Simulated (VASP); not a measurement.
MoS2, 15 atoms in the cell. The cell holds a slab with vacuum, 15 atoms: a = 3.141 Å, b = 3.141 Å, c = 43.276 Å, α = 90.00°, β = 90.00°, γ = 120.00°. 

```yaml
Program: VASP 6.6.1
Task: single point
Functional: PBEsol
Potentials_or_basis: VASP PAW PBE potentials, release 64 (S, Mo_sv)
Cutoff: 520 eV
k_mesh: 9 × 9 × 1
Occupations: gaussian, width 0.05 eV
Spin: no spin polarisation
Dipole_correction: yes
Further_INCAR_settings: LREAL = Auto; ALGO = Normal; EDIFF = 1e-07; NBANDS = 78
```

Potentials or basis: VASP PAW PBE potentials, release 64 (S, Mo_sv).

The run is started by

```console
$ cat potpaw_PBE.64/S/POTCAR potpaw_PBE.64/Mo_sv/POTCAR > POTCAR
$ mpirun -np 1 vasp_std > vasp.out
```

Hardware: 1 thread of Intel(R) Xeon(R) 6975P-C (Granite Rapids), on a shared host.

Question: How long does it take, and how much memory?

Answer: Wall time 8.5 min on 1 thread of Intel(R) Xeon(R) 6975P-C (Granite Rapids), on a shared host, peak memory 0.54 GiB. Counts: scf iterations 29, k points 12.
